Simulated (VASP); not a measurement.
**Se: electric field gradients with PBE**

Se:

```
Se
1.0
     5.66200    3.26896    1.47139
    -5.66200    3.26896    1.47139
     0.00000   -6.53791    1.47139
Se
6
Direct
  0.28066 0.16251 0.91818
  0.91818 0.28066 0.16251
  0.16251 0.91818 0.28066
  0.71934 0.83749 0.08182
  0.08182 0.71934 0.83749
  0.83749 0.08182 0.71934
```

This cell differs from its parent crystal: volume scaled by 0.99.

```
Program                : VASP 6.6.1
Task                   : electric field gradients
Functional             : PBE
Potentials or basis    : VASP PAW PBE potentials, release 64 (Se)
Cutoff                 : 520 eV
k mesh                 : 6 × 6 × 6
Occupations            : fermi-dirac, width 0.01 eV
Spin                   : no spin polarisation
Dipole correction      : no
Further INCAR settings : ALGO = Normal; EDIFF = 1e-08; NBANDS = 27
```

```yaml
Pressure: 3.4 GPa
Largest_force: 0.624 eV/Å
Band_gap_on_the_k_mesh: 1.21 eV, indirect (least direct gap 1.45 eV)
```

Forces in eV/Å, atoms in the order of the input:
```
Se   0.197  0.440  0.396
Se  -0.480 -0.049  0.396
Se   0.283 -0.391  0.396
Se  -0.197 -0.440 -0.396
Se   0.480  0.049 -0.396
Se  -0.283  0.391 -0.396
```

Stress tensor (GPa, compression positive):
```
3.70 0.00 0.00
0.00 3.70 0.00
0.00 0.00 2.92
```

Levels at points of the mesh, in eV from the valence-band top:
| k point | band 14 | band 15 | band 16 | band 17 | band 18 | band 19 | band 20 | band 21 | band 22 | band 23 |
| --- | --- | --- | --- | --- | --- | --- | --- | --- | --- | --- |
| (0.00, 0.00, 0.00) | -1.30 | -0.81 | -0.81 | -0.70 | -0.70 | 1.77 | 1.77 | 2.62 | 2.82 | 2.82 |
| (0.50, 0.00, 0.00) | -1.51 | -1.33 | -0.93 | -0.38 | -0.36 | 1.71 | 1.88 | 2.63 | 3.05 | 3.17 |
| (0.50, 0.50, 0.00) | -1.48 | -1.45 | -1.19 | -0.93 | -0.39 | 1.48 | 1.74 | 2.31 | 3.02 | 3.43 |
| (0.50, 0.50, 0.50) | -1.56 | -1.56 | -1.32 | -1.32 | 0.00 | 1.45 | 1.45 | 1.88 | 3.58 | 4.30 |

Electric field gradients, principal values (V/Å²):
```
atom    least   middle  greatest (by size)
1 Se  196.594  355.988            -552.582
2 Se  196.594  355.988            -552.582
3 Se  196.594  355.988            -552.582
4 Se  196.594  355.988            -552.582
5 Se  196.594  355.988            -552.582
6 Se  196.594  355.988            -552.582
```

Wall time 6 min on 1 thread of Oxide Virtual Turin-like Processor, on a shared host, peak memory 0.35 GiB.

Caveat: without QUAD_EFG the Cq values of the log hold for a quadrupole moment of 1 mb, not for the nuclei. A k mesh can miss the band edges.
